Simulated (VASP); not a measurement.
# GaSi3S2 (P-3m1) in VASP: a series of runs

The runs below take GaSi3S2 through relaxation of cell and atoms, single point, with PBE.

Everything below comes from runs of VASP 6.6.1. Logs are shortened: lines on timing, memory, paths and dates and some standing lists are left out, and cuts for length are marked.

### 1 The cell of the first run

Symmetry: P-3m1, No. 164, trigonal system. The conventional cell has a = 4.502 Å, b = 4.502 Å, c = 5.638 Å, α = 90.00°, β = 90.00°, γ = 120.00°. Ga (site symmetry -3m) has 8 Si at 2.82 to 2.89 Å and 6 S at 3.04 Å within 3.7 Å. Si (site symmetry 3m) has 5 S at 2.62 to 2.84 Å and 3 Ga at 2.89 Å and 6 Si at 3.03 to 3.62 Å within 3.7 Å. Within 3.7 Å of Si (site symmetry -3m) lie 2 Ga at 2.82 Å and 6 S at 2.88 Å and 6 Si at 3.03 Å. Within 3.6 Å of S (site symmetry 3m) lie 8 Si at 2.62 to 2.88 Å and 3 Ga at 3.04 Å and 3 S at 3.59 Å.

The cell was built from a structure type or drawn by symmetry, and may not be a known phase.

### 2 Relaxation of cell and atoms, PBE

Input file INCAR:

```
SYSTEM = GaSi3S2
ALGO     = Normal         ! electronic algorithm
EDIFF    = 1E-6           ! SCF threshold, eV
EDIFFG   = -0.04          ! ionic threshold
ENCUT    = 600            ! plane-wave cutoff, eV
GGA      = PE             ! functional
IBRION   = 2              ! ionic algorithm
ISIF     = 3              ! what is computed and relaxed
ISMEAR   = 0              ! smearing method
LASPH    = .TRUE.         ! aspherical terms in the spheres
LCHARG   = .FALSE.        ! write CHGCAR
LREAL    = .FALSE.        ! projectors in reciprocal space
LWAVE    = .FALSE.        ! write WAVECAR
NELM     = 100            ! most SCF steps
NSW      = 90             ! ionic steps
PREC     = Accurate       ! precision mode
SIGMA    = 0.1            ! smearing width, eV
```

Input file KPOINTS:

```
k-points
0
G
  6 6 4
  0 0 0
```

Input file POSCAR:

```
GaSi3S2
1.0
    4.5019858900      0.0000000000      0.0000000000
   -2.2509929400      3.8988341400      0.0000000000
    0.0000000000      0.0000000000      5.6376221900
Ga Si S
1 3 2
Direct
    0.0000000000      0.0000000000      0.5000000000
    0.3333333300      0.6666666700      0.7237790200
    0.6666666700      0.3333333300      0.2762209800
    0.0000000000      0.0000000000      0.0000000000
    0.3333333300      0.6666666700      0.2191410100
    0.6666666700      0.3333333300      0.7808589900
```

Potentials or basis: VASP PAW PBE potentials, release 64 (Ga_d, Si, S).

Command:

```console
> cat potpaw_PBE.64/Ga_d/POTCAR potpaw_PBE.64/Si/POTCAR potpaw_PBE.64/S/POTCAR > POTCAR
> mpirun -np 1 vasp_std > vasp.out
```

OUTCAR:

```text
SYSTEM = GaSi3S2
   EDIFF = 1E-6
   EDIFFG = -0.04
   ENCUT = 600
   GGA = PE
   IBRION = 2
   ISIF = 3
   ISMEAR = 0
   LASPH = .TRUE.
   LREAL = .FALSE.
   NELM = 100
   NSW = 90
   PREC = Accurate

 ion  position               nearest neighbor table
   1  0.000  0.000  0.500-   4 2.82   4 2.82   2 2.89   3 2.89   2 2.89   3 2.89   3 2.89   2 2.89

   2  0.333  0.667  0.724-   6 2.62   6 2.62   6 2.62   5 2.79   5 2.84   1 2.89   1 2.89   1 2.89
                             4 3.03   4 3.03   4 3.03
   3  0.667  0.333  0.276-   5 2.62   5 2.62   5 2.62   6 2.79   6 2.84   1 2.89   1 2.89   1 2.89
                             4 3.03   4 3.03   4 3.03
   4  0.000  0.000  0.000-   1 2.82   1 2.82   6 2.88   5 2.88   5 2.88   6 2.88   6 2.88   5 2.88
                             3 3.03   2 3.03   2 3.03   3 3.03   2 3.03   3 3.03
   5  0.333  0.667  0.219-   3 2.62   3 2.62   3 2.62   2 2.79   2 2.84   4 2.88   4 2.88   4 2.88

   6  0.667  0.333  0.781-   2 2.62   2 2.62   2 2.62   3 2.79   3 2.84   4 2.88   4 2.88   4 2.88

  LATTYP: Found a hexagonal cell.
 ALAT       =     4.5019858900
 C/A-ratio  =     1.2522523010

  Lattice vectors:

 A1 = (   4.5019858900,   0.0000000000,   0.0000000000)
 A2 = (  -2.2509929400,   3.8988341400,   0.0000000000)
 A3 = (   0.0000000000,   0.0000000000,   5.6376221900)

Analysis of symmetry for initial positions (statically):
=====================================================================
 Subroutine PRICEL returns:
 Original cell was already a primitive cell.

 Routine SETGRP: Setting up the symmetry group for a
 hexagonal supercell.

 Subroutine GETGRP returns: Found 12 space group operations
 (whereof 12 operations were pure point group operations)
 out of a pool of 24 trial point group operations.

The static configuration has the point symmetry D_3d.

Analysis of symmetry for dynamics (positions and initial velocities):
=====================================================================
 Subroutine PRICEL returns:
 Original cell was already a primitive cell.

 Routine SETGRP: Setting up the symmetry group for a
 hexagonal supercell.

 Subroutine GETGRP returns: Found 12 space group operations
 (whereof 12 operations were pure point group operations)
 out of a pool of 24 trial point group operations.

The dynamic configuration has the point symmetry D_3d.

 Subroutine INISYM returns: Found 12 space group operations
 (whereof 12 operations are pure point group operations),
 and found     1 'primitive' translations

----------------------------------------------------------------------------------------

[... 117 lines left out ...]
   IMIX   =      4    mixing-type and parameters
     AMIX     =   0.40;   BMIX     =  1.00
     AMIX_MAG =   1.60;   BMIX_MAG =  1.00
  volume/ion in A,a.u.               =      16.49       111.30
  Fermi-wavevector in a.u.,A,eV,Ry     =   1.179407  2.228756 18.925723  1.391001
  Thomas-Fermi vector in A             =   2.315719
   LORBIT       =      0    0 simple, 1 ext, 2 COOP (PROOUT), +10 PAW based schemes
   GGA     = PE    functional components
   LHFCALC =     F    Hartree Fock is set to
   AEXX    =    0.0000 exact exchange contribution
   IVDW    =     0    specifies the selected vdW correction
   LEPSILON=     F    determine dielectric tensor
   LRPA    =     F    only Hartree local field effects (RPA)
 conjugate gradient relaxation of ions
 non-spin polarized calculation
 Gauss-broadening in eV      SIGMA  =   0.10
  energy-cutoff  :      600.00
  volume of cell :       98.95
 maximum number of plane-waves:      3336
   NGX = 17   NGY = 17   NGZ = 23

--------------------------------------- Ionic step        1  -------------------------------------------

 number of electron      36.9999999 magnetization

 Free energy of the ion-electron system (eV)
  ---------------------------------------------------
  ext. energy  EPLUGINS =         0.00000000
  ---------------------------------------------------
  free energy    TOTEN  =       -24.11881168 eV

  energy without entropy =      -24.09391815  energy(sigma->0) =      -24.10636491

------------------------ aborting loop because EDIFF is reached ----------------------------------------

  FORCE on cell =-STRESS in cart. coord.  units (eV):
  Direction    XX          YY          ZZ          XY          YZ          ZX
  --------------------------------------------------------------------------------------
  -------------------------------------------------------------------------------------
  Total        2.3825258      2.3825257     -1.8280606      0.0000000     -0.0000000      0.0000000
  in kB       38.5756568     38.5756566    -29.5982684      0.0000000     -0.0000000      0.0000000
  external PRESSURE =      15.8510150 kB  Pullay stress =       0.0000000 kB
[... 101 lines left out ...]
  FREE ENERGIE OF THE ION-ELECTRON SYSTEM (eV)
  ---------------------------------------------------
  free  energy   TOTEN  =       -24.6682366856 eV

  energy  without entropy=      -24.6598803412  energy(sigma->0) =      -24.66405851

 E-fermi :   5.7346     XC(G=0):  -9.8957

 val. band max:        5.7162185153   @ k =   0.3333   0.1667   0.0000
 cond. band min:       5.7377928930   @ k =   0.3333   0.3333   0.5000
 fundamental gap:      0.0215743778
 Fermi energy:         5.7345891609

 k-point     1 :       0.0000    0.0000    0.0000
  band No.  band energies     occupation
      1      -9.7414      2.00000
      2      -9.5833      2.00000
      3      -9.5833      2.00000
      4      -9.5723      2.00000
      5      -9.5723      2.00000
      6      -9.3621      2.00000
[... 589 lines left out ...]
     21       7.5261      0.00000
     22       7.5261      0.00000

[... ionic steps 4 to 28 ...]

--------------------------------------- Ionic step       29  -------------------------------------------

 number of electron      37.0000007 magnetization

------------------------ aborting loop because EDIFF is reached ----------------------------------------
[... 75 lines left out ...]
--------------------------------------- Ionic step       31  -------------------------------------------

 number of electron      37.0000008 magnetization

 Free energy of the ion-electron system (eV)
  ---------------------------------------------------
  ext. energy  EPLUGINS =         0.00000000
  ---------------------------------------------------
  free energy    TOTEN  =       -25.05377614 eV

  energy without entropy =      -25.04373275  energy(sigma->0) =      -25.04875444

 E-fermi :   7.1803     XC(G=0): -10.5317

 val. band max:        7.1773217080   @ k =   0.5000  -0.0000   0.2500
 cond. band min:       7.2628365926   @ k =   0.3333   0.3333   0.2500
 fundamental gap:      0.0855148846
 Fermi energy:         7.1802897618

 k-point     1 :       0.0000    0.0000    0.0000
  band No.  band energies     occupation
      1      -8.4474      2.00000
      2      -7.6774      2.00000
      3      -7.6774      2.00000
      4      -7.6605      2.00000
      5      -7.6423      2.00000
      6      -7.6423      2.00000
[... 622 lines left out ...]
  FREE ENERGIE OF THE ION-ELECTRON SYSTEM (eV)
  ---------------------------------------------------
  free  energy   TOTEN  =       -25.0537761415 eV

  energy  without entropy=      -25.0437327451  energy(sigma->0) =      -25.04875444

 reached required accuracy - stopping structural energy minimisation
```

OSZICAR:

```text
N       E                     dE             d eps       ncg     rms          rms(c)
DAV:   1     0.264596390656E+03    0.26460E+03   -0.17567E+04  1074   0.210E+03
DAV:   2     0.125518927954E+02   -0.25204E+03   -0.24615E+03  1144   0.479E+02
DAV:   3    -0.220581143289E+02   -0.34610E+02   -0.33868E+02  1320   0.121E+02
DAV:   4    -0.241889093639E+02   -0.21308E+01   -0.20858E+01  1342   0.265E+01
[... 283 lines left out ...]
DAV:   2    -0.250538726497E+02    0.78393E-04   -0.42676E-03  1366   0.573E-01    0.624E-02
DAV:   3    -0.250538060151E+02    0.66635E-04   -0.26420E-04  1474   0.149E-01    0.441E-02
DAV:   4    -0.250537803305E+02    0.25685E-04   -0.43544E-05  1578   0.520E-02    0.153E-02
DAV:   5    -0.250537764353E+02    0.38952E-05   -0.64175E-06  1284   0.192E-02    0.524E-03
DAV:   6    -0.250537761415E+02    0.29378E-06   -0.60547E-07   672   0.567E-03
  31 F= -.25053776E+02 E0= -.25048754E+02  d E =-.607210E-03
```

Run time: 27 min. Hardware: 1 thread of Intel Xeon 8259CL, shared host; peak memory 0.29 GiB.

What came out:

| Quantity | Value |
| --- | --- |
| Free energy | -25.0538 eV |
| Relaxed volume | 17.65 Å³/atom |
| Relaxed cell | a = 4.731 Å, b = 4.731 Å, c = 5.464 Å, α = 90.00°, β = 90.00°, γ = 120.00° |
| Space group after relaxing (to 0.1 Å) | P-3m1 (No. 164) |
| Energy gained by relaxing | 155.8 meV/atom |
| Ionic steps | 31 |
| Pressure after relaxing | 0.1 GPa |
| Largest force after relaxing | 0.031 eV/Å |
| Band gap on the k mesh | zero (an odd number of electrons rules out a gap without spin polarisation) |

Forces on the atoms (eV/Å):
```
Ga   0.000  0.000  0.000
Si   0.000  0.000 -0.015
Si   0.000  0.000  0.015
Si   0.000  0.000  0.000
S    0.000  0.000 -0.031
S    0.000  0.000  0.031
```

The path:
```csv
step,energy change (eV),largest force (eV/Å),pressure (GPa),volume (Å³)
1,0.0000,0.7200,1.59,98.95
2,-0.1819,0.7784,-0.15,101.27
3,-0.5494,0.9785,-3.11,107.96
4,1.6096,5.7338,8.46,119.85
5,-0.5041,0.9567,-3.39,108.59
6,-0.5406,0.9807,-3.49,110.50
7,-0.6280,0.4758,-1.78,109.62
8,-0.6297,0.3605,-1.46,109.49
9,-0.7030,0.3496,-0.95,108.33
10,-0.8459,0.2041,0.95,104.78
11,-0.6855,0.8322,7.20,97.47
12,-0.8635,0.3135,2.30,102.92
13,-0.8995,0.3347,0.52,105.03
14,-0.9006,0.3704,0.15,105.56
15,-0.9123,0.2637,-0.03,106.37
16,-0.9191,0.1238,-0.10,107.28
17,-0.9199,0.0660,-0.18,107.73
18,-0.9215,0.1228,0.09,107.38
19,-0.9225,0.1734,0.30,107.06
20,-0.9234,0.1660,0.24,107.05
21,-0.9257,0.1425,0.18,107.00
22,-0.9284,0.0954,0.09,106.90
23,-0.9264,0.0806,-0.15,106.69
24,-0.9288,0.0686,-0.01,106.84
25,-0.9305,0.0877,-0.13,106.80
26,-0.9314,0.1384,-0.32,106.76
27,-0.9330,0.1074,-0.11,106.41
28,-0.9341,0.0710,0.11,105.99
29,-0.9335,0.0488,0.54,105.15
30,-0.9344,0.0498,0.21,105.74
31,-0.9350,0.0307,0.14,105.90
```

Final structure:
```xyz
6
Lattice="4.7306 0.0000 0.0000 -2.3653 4.0968 0.0000 0.0000 0.0000 5.4644" Properties=species:S:1:pos:R:3 pbc="T T T"
Ga   -2.3653    4.0968    2.7322
Si    0.0000    2.7312    4.0783
Si    2.3653    1.3656    1.3861
Si   -2.3653    4.0968    0.0000
S     0.0000    2.7312    0.8150
S     2.3653    1.3656    4.6494
```

Levels at points of the mesh, in eV from the Fermi level:
| k point | band 15 | band 16 | band 17 | band 18 | band 19 | band 20 | band 21 | band 22 |
| --- | --- | --- | --- | --- | --- | --- | --- | --- |
| (0.00, 0.00, 0.00) | -4.17 | -2.32 | -1.33 | -1.33 | -0.65 | -0.63 | 1.08 | 1.08 |
| (0.50, 0.00, 0.00) | -2.90 | -2.84 | -1.34 | -1.01 | 0.24 | 0.80 | 1.87 | 1.95 |
| (0.00, 0.00, 0.50) | -4.11 | -3.31 | -1.85 | -1.85 | -0.93 | -0.86 | -0.86 | 0.64 |
| (0.50, 0.00, 0.50) | -2.23 | -1.60 | -1.46 | -0.03 | 0.88 | 1.04 | 2.06 | 2.11 |

### 3 Single point, PBE

This run uses another cell than the first one, of 17.57 Å³/atom.

Input file INCAR:

```
ALGO = Normal ; EDIFF = 1E-7
ENCUT = 520 ; GGA = PE
ISIF = 2 ; ISMEAR = 0
LASPH = T ; LCHARG = T
LELF = T ; LREAL = F
LVHAR = T ; LWAVE = F
NBANDS = 28 ; NELM = 60
PREC = Accurate ; SIGMA = 0.1
```

Input file KPOINTS:

```
k-points
0
Gamma
  12 12 8
```

Input file POSCAR:

```
GaSi3S2
1.0
    4.7522978505      0.0000000000      0.0000000000
   -2.3761489252      4.1156106648      0.0000000000
    0.0000000000      0.0000000000      5.3897050293
Ga Si S
1 3 2
Direct
    0.0000000000      0.0000000000      0.5000000000
    0.3333333333      0.6666666667      0.7404997568
    0.6666666667      0.3333333333      0.2595002432
    0.0000000000      0.0000000000      0.0000000000
    0.3333333333      0.6666666667      0.1487730360
    0.6666666667      0.3333333333      0.8512269640
```

Potentials or basis: VASP PAW PBE potentials, release 64 (Ga_d, Si, S).

Command:

```console
> cat potpaw_PBE.64/Ga_d/POTCAR potpaw_PBE.64/Si/POTCAR potpaw_PBE.64/S/POTCAR > POTCAR
> mpirun -np 1 vasp_std > vasp.out
```

Wall time 7.1 min (1 thread of Intel Xeon 8259CL, shared host); peak memory 0.46 GiB.

Results (log left out):

```yaml
Free_energy: -25.0797 eV
Pressure: -0.1 GPa
Largest_force: 0.039 eV/Å
Band_gap_on_the_k_mesh: zero (an odd number of electrons rules out a gap without spin polarisation)
```

Forces on the atoms (eV/Å):
```
Ga   0.000  0.000  0.000
Si   0.000  0.000  0.031
Si   0.000  0.000 -0.031
Si   0.000  0.000  0.000
S    0.000  0.000 -0.039
S    0.000  0.000  0.039
```

Stress tensor (GPa, compression positive):
```
-0.04  0.00  0.00
 0.00 -0.04  0.00
 0.00  0.00 -0.21
```

Levels at points of the mesh, in eV from the Fermi level:
```csv
k point,band 14,band 15,band 16,band 17,band 18,band 19,band 20,band 21,band 22,band 23
"(0.00, 0.00, 0.00)",-4.29,-4.17,-2.38,-1.21,-1.21,-0.77,-0.57,1.12,1.12,2.30
"(0.50, 0.00, 0.00)",-3.33,-2.83,-2.75,-1.36,-1.05,0.21,0.79,1.84,1.90,3.51
"(0.00, 0.00, 0.50)",-4.04,-4.04,-3.11,-1.82,-1.82,-0.95,-0.92,-0.92,0.87,4.25
"(0.50, 0.00, 0.50)",-2.66,-2.08,-1.53,-1.45,-0.05,1.01,1.16,2.06,2.09,2.38
```
